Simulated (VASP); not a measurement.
# Na2Os (P6/mmm) in VASP: notebook

Na2Os is run at these levels: PBE; tasks: single point, relaxation of cell and atoms.

All numbers are computed with VASP 6.6.1; they aren't measurements. Logs are shortened: lines on timing, memory, paths and dates and some standing lists are left out, and cuts for length are marked.

## 1. The cell of the first run

Symmetry: P6/mmm, No. 191, hexagonal system. The conventional cell has a = 5.151 Å, b = 5.151 Å, c = 2.491 Å, α = 90.00°, β = 90.00°, γ = 120.00°. Na (site symmetry -6m2) has 5 Na at 2.49 to 2.97 Å and 6 Os at 3.22 Å within 3.3 Å. Within 3.3 Å of Os (site symmetry 6/mmm) lie 2 Os at 2.49 Å and 12 Na at 3.22 Å.

## 2. Single point, PBE

INCAR reads:

```
SYSTEM = Na2Os
PREC = Accurate
ENCUT = 520
EDIFF = 1E-7
ISMEAR = 0
SIGMA = 0.1
LREAL = .FALSE.
LASPH = .TRUE.
NELM = 80
ALGO = Fast
ISIF = 2
LWAVE = .FALSE.
LCHARG = .FALSE.
GGA = PE
NBANDS = 18
```

KPOINTS reads:

```
Automatic mesh
0
G
  12 12 18
  0 0 0
```

POSCAR reads:

```
Na2Os
1.0
    5.1508846340      0.0000000000      0.0000000000
   -2.5754423170      4.4607969450      0.0000000000
    0.0000000000      0.0000000000      2.4906852716
Na Os
2 1
Direct
    0.3333333333      0.6666666667      0.5000000000
    0.6666666667      0.3333333333      0.5000000000
    0.0000000000      0.0000000000      0.0000000000
```

Potentials or basis: VASP PAW PBE potentials, release 64 (Na_pv, Os).

On the command line:

```bash
cat potpaw_PBE.64/Na_pv/POTCAR potpaw_PBE.64/Os/POTCAR > POTCAR
mpirun -np 1 vasp_std > vasp.out
```

OUTCAR:

```text
SYSTEM = Na2Os
   PREC = Accurate
   ENCUT = 520
   EDIFF = 1E-7
   ISMEAR = 0
   LREAL = .FALSE.
   LASPH = .TRUE.
   NELM = 80
   ISIF = 2
   GGA = PE

 ion  position               nearest neighbor table
   1  0.333  0.667  0.500-
   2  0.667  0.333  0.500-
   3  0.000  0.000  0.000-

  LATTYP: Found a hexagonal cell.
 ALAT       =     5.1508846340
 C/A-ratio  =     0.4835451478

  Lattice vectors:

 A1 = (   5.1508846340,   0.0000000000,   0.0000000000)
 A2 = (  -2.5754423170,   4.4607969450,   0.0000000000)
 A3 = (   0.0000000000,   0.0000000000,   2.4906852716)

Analysis of symmetry for initial positions (statically):
=====================================================================
 Subroutine PRICEL returns:
 Original cell was already a primitive cell.

 Routine SETGRP: Setting up the symmetry group for a
 hexagonal supercell.

 Subroutine GETGRP returns: Found 24 space group operations
 (whereof 24 operations were pure point group operations)
 out of a pool of 24 trial point group operations.

The static configuration has the point symmetry D_6h.

Analysis of symmetry for dynamics (positions and initial velocities):
=====================================================================
 Subroutine PRICEL returns:
 Original cell was already a primitive cell.

 Routine SETGRP: Setting up the symmetry group for a
 hexagonal supercell.

 Subroutine GETGRP returns: Found 24 space group operations
 (whereof 24 operations were pure point group operations)
 out of a pool of 24 trial point group operations.

The dynamic configuration has the point symmetry D_6h.

 Subroutine INISYM returns: Found 24 space group operations
 (whereof 24 operations are pure point group operations),
 and found     1 'primitive' translations

----------------------------------------------------------------------------------------

                                     Primitive cell

  volume of cell :      57.2286

  direct lattice vectors                    reciprocal lattice vectors
     5.150884634  0.000000000  0.000000000     0.194141409  0.112087595  0.000000000
    -2.575442317  4.460796945  0.000000000     0.000000000  0.224175189  0.000000000
     0.000000000  0.000000000  2.490685272     0.000000000  0.000000000  0.401495930

  length of vectors
     5.150884634  5.150884634  2.490685272     0.224175189  0.224175189  0.401495930

  position of ions in fractional coordinates (direct lattice)
     0.333333333  0.666666667  0.500000000
     0.666666667  0.333333333  0.500000000
     0.000000000  0.000000000  0.000000000

  ion indices of the primitive-cell ions
   primitive index   ion index
                 1           1
                 2           2
                 3           3

----------------------------------------------------------------------------------------

 KPOINTS: Automatic mesh

Automatic generation of k-mesh.
 Grid dimensions read from file:
 generate k-points for:   12   12   18

 Generating k-lattice:

  Cartesian coordinates                     Fractional coordinates (reciprocal lattice)
     0.016178451  0.009340633  0.000000000     0.083333333  0.000000000  0.000000000
     0.000000000  0.018681266  0.000000000     0.000000000  0.083333333  0.000000000
     0.000000000  0.000000000  0.022305329     0.000000000  0.000000000  0.055555556

  Length of vectors
     0.018681266  0.018681266  0.022305329

  Shift w.r.t. Gamma in fractional coordinates (k-lattice)
     0.000000000  0.000000000  0.000000000

 Subroutine IBZKPT returns following result:
 ===========================================

 Found    190 irreducible k-points:

 Following reciprocal coordinates:
            Coordinates               Weight
  0.000000  0.000000  0.000000      1.000000
  0.083333 -0.000000  0.000000      6.000000
  0.166667 -0.000000  0.000000      6.000000
  0.250000 -0.000000  0.000000      6.000000
  0.333333 -0.000000  0.000000      6.000000
  0.416667  0.000000  0.000000      6.000000
[... 16 lines left out ...]
  0.250000 -0.000000  0.055556     12.000000
  0.333333 -0.000000  0.055556     12.000000
 [... further k-points ...]
   k-points           NKPTS =    190   k-points in BZ     NKDIM =    190   number of bands    NBANDS=     18
   number of dos      NEDOS =    301   number of ions     NIONS =      3
   total plane-waves  NPLWV =  32000
   dimension x,y,z NGX =    40 NGY =   40 NGZ =   20
   dimension x,y,z NGXF=    80 NGYF=   80 NGZF=   40
   ions per type =               2   1
   NGX,Y,Z   is equivalent  to a cutoff of  12.91, 12.91, 13.35 a.u.
   NGXF,Y,Z  is equivalent  to a cutoff of  25.82, 25.82, 26.70 a.u.
 SYSTEM =  Na2Os
   PREC   = accura    normal or accurate (medium, high low for compatibility)
   ISTART =      0    job   : 0-new  1-cont  2-samecut
   ICHARG =      2    charge: 1-file 2-atom 10-const
   ISPIN  =      1    spin polarized calculation?
   LNONCOLLINEAR =      F non collinear calculations
   LSORBIT =      F    spin-orbit coupling
   LASPH  =      T    aspherical Exc in radial PAW
   ENCUT  =  520.0 eV  38.22 Ry    6.18 a.u.   9.58  9.58  4.63*2*pi/ulx,y,z
   NELM   =     80;   NELMIN=  2; NELMDL= -5     # of ELM steps
   EDIFF  = 0.1E-06   stopping-criterion for ELM
   LREAL  =      F    real-space projection
   EDIFFG = 0.1E-05   stopping-criterion for IOM
   NSW    =      0    number of steps for IOM
   IBRION =     -1    ionic relax: 0-MD 1-quasi-New 2-CG
   NFREE  =      0    steps in history (QN), initial steepest desc. (CG)
   ISIF   =      2    stress and relaxation
   ISYM   =      2    0-nonsym 1-usesym 2-fastsym
   POTIM  = 0.5000    time-step for ionic-motion
   TEBEG  =    0.0;   TEEND  =   0.0 temperature during run
   PSTRESS=    0.0 pullay stress
   NELECT =      22.0000    total number of electrons
   NUPDOWN=      -1.0000    fix difference up-down
   EMIN   =  10.00;   EMAX   =-10.00  energy-range for DOS
   EFERMI =   0.00;   METHOD = LEGACY
   ISMEAR =     0;   SIGMA  =   0.10  broadening in eV -4-tet -1-fermi 0-gaus
   EFERMI_NEDOS =   21; number of points for ismear=-14 and -15
   IALGO  =     68    algorithm
   IMIX   =      4    mixing-type and parameters
     AMIX     =   0.40;   BMIX     =  1.00
     AMIX_MAG =   1.60;   BMIX_MAG =  1.00
  volume/ion in A,a.u.               =      19.08       128.73
  Fermi-wavevector in a.u.,A,eV,Ry     =   1.190359  2.249453 19.278842  1.416955
  Thomas-Fermi vector in A             =   2.326446
   LORBIT       =      0    0 simple, 1 ext, 2 COOP (PROOUT), +10 PAW based schemes
   GGA     = PE    functional components
   LHFCALC =     F    Hartree Fock is set to
   AEXX    =    0.0000 exact exchange contribution
   IVDW    =     0    specifies the selected vdW correction
   LEPSILON=     F    determine dielectric tensor
   LRPA    =     F    only Hartree local field effects (RPA)
 non-spin polarized calculation
 RMM-DIIS sequential band-by-band and
 Gauss-broadening in eV      SIGMA  =   0.10
  energy-cutoff  :      520.00
  volume of cell :       57.23
 maximum number of plane-waves:      1575
 NGX is ok and might be reduce to    40
   NGX = 19   NGY = 19   NGZ =  9

 number of electron      21.9999994 magnetization

 Free energy of the ion-electron system (eV)
  ---------------------------------------------------
  ext. energy  EPLUGINS =         0.00000000
  ---------------------------------------------------
  free energy    TOTEN  =       -11.41663995 eV

  energy without entropy =      -11.40025551  energy(sigma->0) =      -11.40844773

 E-fermi :   2.8678     XC(G=0):  -9.7151

 val. band max:        2.8667044650   @ k =   0.4167   0.1667   0.3889
 cond. band min:       2.8682400232   @ k =   0.1667   0.1667   0.5000
 fundamental gap:      0.0015355582
 Fermi energy:         2.8677696008

 k-point     1 :       0.0000    0.0000    0.0000
  band No.  band energies     occupation
      1     -21.1836      2.00000
      2     -21.1836      2.00000
      3     -21.0669      2.00000
      4     -21.0668      2.00000
      5     -20.9399      2.00000
      6     -20.9246      2.00000
[... 10 lines left out ...]
     17       8.5964      0.00000
     18       8.6903      0.00000

 k-point     2 :       0.0833   -0.0000    0.0000
  band No.  band energies     occupation
      1     -21.1844      2.00000
      2     -21.1822      2.00000
      3     -21.0685      2.00000
      4     -21.0660      2.00000
      5     -20.9397      2.00000
      6     -20.9248      2.00000
[... 10 lines left out ...]
     17       8.7120      0.00000
     18       9.3296      0.00000

 k-point     3 :       0.1667   -0.0000    0.0000
  band No.  band energies     occupation
      1     -21.1865      2.00000
      2     -21.1781      2.00000
      3     -21.0731      2.00000
      4     -21.0639      2.00000
      5     -20.9390      2.00000
      6     -20.9255      2.00000
[... 10 lines left out ...]
     17       9.2145      0.00000
     18      10.2840      0.00000

 k-point     4 :       0.2500   -0.0000    0.0000
  band No.  band energies     occupation
      1     -21.1893      2.00000
      2     -21.1723      2.00000
      3     -21.0797      2.00000
      4     -21.0610      2.00000
      5     -20.9380      2.00000
      6     -20.9266      2.00000
[... 10 lines left out ...]
     17      10.0646      0.00000
     18      11.4571      0.00000

 k-point     5 :       0.3333   -0.0000    0.0000
  band No.  band energies     occupation
      1     -21.1919      2.00000
      2     -21.1660      2.00000
      3     -21.0868      2.00000
      4     -21.0583      2.00000
      5     -20.9367      2.00000
      6     -20.9278      2.00000
[... 10 lines left out ...]
     17      10.9705      0.00000
     18      12.7078      0.00000

 k-point     6 :       0.4167    0.0000    0.0000
  band No.  band energies     occupation
      1     -21.1938      2.00000
      2     -21.1609      2.00000
      3     -21.0925      2.00000
      4     -21.0564      2.00000
      5     -20.9354      2.00000
      6     -20.9291      2.00000
[... 10 lines left out ...]
     17      11.8837      0.00000
     18      13.6844      0.00000

 k-point     7 :       0.5000   -0.0000    0.0000
  band No.  band energies     occupation
      1     -21.1945      2.00000
      2     -21.1588      2.00000
      3     -21.0947      2.00000
      4     -21.0557      2.00000
      5     -20.9348      2.00000
      6     -20.9297      2.00000
[... 10 lines left out ...]
     17      12.4509      0.00000
     18      13.6539      0.00000

 k-point     8 :       0.0833    0.0833    0.0000
  band No.  band energies     occupation
      1     -21.1860      2.00000
      2     -21.1793      2.00000
      3     -21.0717      2.00000
      4     -21.0645      2.00000
      5     -20.9392      2.00000
      6     -20.9253      2.00000
[... 10 lines left out ...]
     17       9.3878      0.00000
     18       9.9268      0.00000
[... 229 lines left out ...]
     17      10.5316      0.00000
     18      15.5526      0.00000

 k-point    20 :       0.0000    0.0000    0.0556
  band No.  band energies     occupation
      1     -21.1805      2.00000
      2     -21.1805      2.00000
      3     -21.0644      2.00000
      4     -21.0644      2.00000
      5     -20.9601      2.00000
      6     -20.9437      2.00000
[... 10 lines left out ...]
     17       8.6357      0.00000
     18       8.7707      0.00000

 k-point    21 :       0.0833   -0.0000    0.0556
  band No.  band energies     occupation
      1     -21.1813      2.00000
      2     -21.1791      2.00000
      3     -21.0660      2.00000
      4     -21.0636      2.00000
      5     -20.9599      2.00000
      6     -20.9440      2.00000
[... 10 lines left out ...]
     17       8.7617      0.00000
     18       9.3945      0.00000

 k-point    22 :       0.1667   -0.0000    0.0556
  band No.  band energies     occupation
      1     -21.1834      2.00000
      2     -21.1751      2.00000
      3     -21.0706      2.00000
      4     -21.0614      2.00000
      5     -20.9591      2.00000
      6     -20.9447      2.00000
[... 10 lines left out ...]
     17       9.3282      0.00000
     18      10.3626      0.00000

 k-point    23 :       0.2500   -0.0000    0.0556
  band No.  band energies     occupation
      1     -21.1862      2.00000
      2     -21.1693      2.00000
      3     -21.0772      2.00000
      4     -21.0586      2.00000
      5     -20.9580      2.00000
      6     -20.9458      2.00000
[... 10 lines left out ...]
     17      10.1827      0.00000
     18      11.5554      0.00000

 k-point    24 :       0.3333   -0.0000    0.0556
  band No.  band energies     occupation
      1     -21.1888      2.00000
      2     -21.1630      2.00000
      3     -21.0842      2.00000
      4     -21.0559      2.00000
      5     -20.9566      2.00000
      6     -20.9472      2.00000
[... 10 lines left out ...]
     17      11.0942      0.00000
     18      12.8266      0.00000

 [... further k-points ...]

------------------------ aborting loop because EDIFF is reached ----------------------------------------

  FORCE on cell =-STRESS in cart. coord.  units (eV):
  Direction    XX          YY          ZZ          XY          YZ          ZX
  --------------------------------------------------------------------------------------
  -------------------------------------------------------------------------------------
  Total       -0.0296662     -0.0296662     -0.0622622      0.0000000      0.0000000      0.0000000
  in kB       -0.8305368     -0.8305368     -1.7430992      0.0000000      0.0000000      0.0000000
  external PRESSURE =      -1.1347242 kB  Pullay stress =       0.0000000 kB

 VOLUME and BASIS-vectors are now :
 -----------------------------------------------------------------------------
  energy-cutoff  :      520.00
  volume of cell :       57.23
      direct lattice vectors                 reciprocal lattice vectors
     5.150884634  0.000000000  0.000000000     0.194141409  0.112087595  0.000000000
    -2.575442317  4.460796945  0.000000000     0.000000000  0.224175189  0.000000000
     0.000000000  0.000000000  2.490685272     0.000000000  0.000000000  0.401495930

 POSITION                                       TOTAL-FORCE (eV/Angst)
 -----------------------------------------------------------------------------------
     -0.00000      2.97386      1.24534         0.000000      0.000000      0.000000
      2.57544      1.48693      1.24534        -0.000000     -0.000000      0.000000
      0.00000      0.00000      0.00000         0.000000      0.000000      0.000000
 -----------------------------------------------------------------------------------
    total drift:                               -0.000000     -0.000000      0.000000

  FREE ENERGIE OF THE ION-ELECTRON SYSTEM (eV)
  ---------------------------------------------------
  free  energy   TOTEN  =       -11.4166399456 eV

  energy  without entropy=      -11.4002555133  energy(sigma->0) =      -11.40844773
```

Run time: 87 s. Hardware: 1 thread of Intel Xeon 6975P-C (Granite Rapids), shared host; peak memory 0.31 GiB.

What came out:

```yaml
Free_energy: -11.4166 eV
Pressure: -0.1 GPa
Band_gap_on_the_k_mesh: zero (bands 11 and 12 overlap by 3.21 eV)
```

Caveat: spin-orbit coupling is left out, which moves the levels of the heavy elements.

(Part 1 of 2 ends here.)
